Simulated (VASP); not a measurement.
Here is a VASP 6.6.1 calculation.

Contents of INCAR:

```
SYSTEM = Al
  PREC = Accurate
  ENCUT = 520
  EDIFF = 1E-7
  ISMEAR = 0
  SIGMA = 0.1
  LREAL = .FALSE.
  LASPH = .TRUE.
  NELM = 80
  ALGO = Normal
  ISIF = 2
  LWAVE = .FALSE.
  LCHARG = .FALSE.
  GGA = PE
  NBANDS = 22
```

The input KPOINTS:

```
Automatic mesh
0
G
  6 6 6
  0 0 0
```

The input POSCAR:

```
Al
1.0
    4.0414568106     -4.0414568106      0.0000000000
    4.0414568106      0.0000000000      4.0414568106
    0.0000000000     -4.0414568106      4.0414568106
Al
8
Direct
    0.5000000000      0.0000000000      0.0000000000
    0.5000000000      0.0000000000      0.5000000000
    0.5000000000      0.5000000000      0.0000000000
    0.5000000000      0.5000000000      0.5000000000
    0.0000000000      0.0000000000      0.0000000000
    0.0000000000      0.0000000000      0.5000000000
    0.0000000000      0.5000000000      0.0000000000
    0.0000000000      0.5000000000      0.5000000000
```

Potentials or basis: VASP PAW PBE potentials, release 64 (Al).

Run with:

```sh
$ cat potpaw_PBE.64/Al/POTCAR > POTCAR
$ mpirun -np 1 vasp_std > vasp.out
```

Task: Predict the pressure.

Result: 0.1 GPa.

Task: What does it give for the band gap on the k mesh?

Result: Zero (band 12 reaches 8.57 eV, above the bottom of band 13 at 6.40 eV).
